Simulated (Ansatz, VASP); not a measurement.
# One calculation of CaO, two programs

Contents of INCAR:

```
PREC = Accurate
ENCUT = 520
EDIFF = 1E-7
ISMEAR = -1
SIGMA = 0.02
LREAL = F
LASPH = T
NELM = 60
ALGO = Normal
ISIF = 2
LWAVE = F
LCHARG = F
GGA = PE
NBANDS = 15
```

The input KPOINTS:

```
Automatic mesh
0
Gamma
  10 10 10
```

The input POSCAR:

```
CaO
1.0
    0.0501878095      2.3997869208      2.3997869208
    2.3997869208      0.0501878095      2.3997869208
    2.3997869208      2.3997869208      0.0501878095
Ca O
1 1
Direct
    0.0000000000      0.0000000000      0.0000000000
    0.5000000000      0.5000000000      0.5000000000
```

Input for Ansatz:

```yaml
crystal:
  lattice:
    - [0.0501878095, 2.3997869208, 2.3997869208]
    - [2.3997869208, 0.0501878095, 2.3997869208]
    - [2.3997869208, 2.3997869208, 0.0501878095]
  atoms:
    - { symbol: Ca, position: [0.0, 0.0, 0.0] }
    - { symbol: O, position: [0.5, 0.5, 0.5] }
kpoints:
  mp_grid: { grid: [10, 10, 10] }
  band_path:
    path:
      - [0.0, 0.0, 0.0]
      - [0.5, 0.0, 0.5]
      - [0.625, 0.25, 0.625]
      - [0.375, 0.375, 0.75]
      - [0.5, 0.5, 0.5]
      - [0.5, 0.25, 0.75]
      - [0.0, 0.5, 0.5]
    npoints: 1
hamiltonian:
  xc: pbe
scf:
  occupations: { method: fermi_dirac, width: 0.02 }
  n_extra_bands: 4
output:
  forces: true
  stress: true
  eigenvalues: true
  write_density: true
  write_potential: true
  elf: true
  volumetric_format: npy
```

Change from the starting cell: epitaxial_111 strain -2.0%.

Alike in both runs: task single point; functional PBE; k mesh 10 × 10 × 10; occupations fermi-dirac, width 0.02 eV; no spin polarisation.

|  | VASP | Ansatz |
| --- | --- | --- |
| version | VASP 6.6.1 | Ansatz 0.2.0 |
| potentials or method | VASP PAW PBE potentials, release 64 (Ca_sv, O) | plane waves, PAW |
| plane-wave cutoff (eV) | 520 | 420 |
| valence electrons in the cell | 16 | 16 |

|  | VASP | Ansatz | Ansatz less VASP |
| --- | --- | --- | --- |
| gap on the k mesh at the Fermi level (eV) | 3.58 | 3.60 | +0.021 |
| pressure (GPa) | 6.7 | 6.0 | -0.70 |
| traceless stress, the component that is largest in VASP (GPa) | -1.69 | -1.71 | -0.014 |
